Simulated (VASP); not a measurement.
Runs of VASP 6.6.1 on InP. The structure is cubic, space group F-43m (No. 216). The conventional cell has a = 5.908 Å, b = 5.908 Å, c = 5.908 Å, α = 90.00°, β = 90.00°, γ = 90.00°. In (site symmetry -43m) has 4 P at 2.56 Å within 3.4 Å. Within 3.4 Å of P (site symmetry -43m) lie 4 In at 2.56 Å. 

| level | potentials or basis | k mesh | cutoff (eV) | smearing | gap on the mesh (eV) | pressure (GPa) |
| --- | --- | --- | --- | --- | --- | --- |
| LDA | VASP PAW LDA potentials, release 64 (In_d, P) | 8 × 8 × 8 | 500 | fermi-dirac 0.01 eV | (a) | -2.7 |
| PBE | VASP PAW PBE potentials, release 64 (In_d, P) | 6 × 6 × 6 | 500 | fermi-dirac 0.01 eV | 0.58 | 1.6 |
| r2SCAN | VASP PAW PBE potentials, release 64 (In_d, P) | 8 × 8 × 8 | 550 | fermi-dirac 0.01 eV | 1.03 | -0.1 |
| PBE | VASP PAW PBE potentials, release 64 (In_d, P) | 8 × 8 × 8 | 500 | gaussian 0.01 eV | 0.58 | 1.6 |
| PBE | VASP PAW PBE potentials, release 64 (In_d, P) | 8 × 8 × 8 | 500 | fermi-dirac 0.01 eV | 0.58 | 1.6 |

Alike in all rows: task single point; no spin polarisation; cell as given.

Q: Fill in the values left out.

A: (a) 0.38.

Caveats: spin-orbit coupling is left out, which moves the levels of the heavy elements; the PAW data sets were made with another functional, which shifts forces and pressure a little (at least some runs).

A k mesh can miss the band edges, and the runs leave out spin-orbit coupling on In.
